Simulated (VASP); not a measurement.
Write the native input for VASP 6.6.1 that does the following.

* Task: single point
* Functional: r2SCAN0
* Potentials or basis: VASP PAW PBE potentials, release 64 (Al)
* Cutoff: 440 eV
* k mesh: 7 × 7 × 7
* Occupations: fermi-dirac, width 0.1 eV
* Spin: no spin polarisation
* Dipole correction: no
* Grid for exact exchange (PRECFOCK): Normal
* Further INCAR settings: ALGO = Normal; EDIFF = 1e-06; NBANDS = 8

The system is Al.

```
Al
1.0
    -1.59538    1.59538    1.59538
     1.59538   -1.59538    1.59538
     1.59538    1.59538   -1.59538
Al
1
Direct
  0.00000 0.00000 0.00000
```

The input as run:

POSCAR

```
Al
1.0
   -1.5953822109      1.5953822109      1.5953822109
    1.5953822109     -1.5953822109      1.5953822109
    1.5953822109      1.5953822109     -1.5953822109
Al
1
Direct
    0.0000000000      0.0000000000      0.0000000000
```

INCAR.step1

```
ALGO = Normal
EDIFF = 1E-5
ENCUT = 440
GGA = PE
GGA_COMPAT = F
ISIF = 2
ISMEAR = -1
LASPH = T
LCHARG = F
LREAL = F
LWAVE = T
NBANDS = 8
NELM = 120
PREC = Accurate
SIGMA = 0.1
```

INCAR.step2

```
AEXX = 0.25
ALGO = Normal
EDIFF = 1E-6
ENCUT = 440
GGA_COMPAT = F
ISIF = 2
ISMEAR = -1
ISTART = 1
LASPH = T
LCHARG = F
LHFCALC = T
LMIXTAU = T
LREAL = F
LWAVE = F
METAGGA = R2SCAN
NBANDS = 8
NELM = 120
PREC = Accurate
PRECFOCK = Normal
SIGMA = 0.1
```

KPOINTS

```
k-points
0
Gamma
  7 7 7
```

Potentials or basis: VASP PAW PBE potentials, release 64 (Al).

Command:

```sh
$ cat potpaw_PBE.64/Al/POTCAR > POTCAR
$ cp INCAR.step1 INCAR
$ mpirun -np 1 vasp_std > vasp.out
$ cp INCAR.step2 INCAR
$ mpirun -np 1 vasp_std > vasp.out
```

It gave:

The pressure is -0.2 GPa.

Caveat: the k points lie up to 0.40 Å⁻¹ apart; the PAW data sets were made with another functional, which shifts forces and pressure a little.

Run time: 8.5 min on 1 thread of AMD EPYC 7R13 (shared host), peak memory 0.1 GiB.
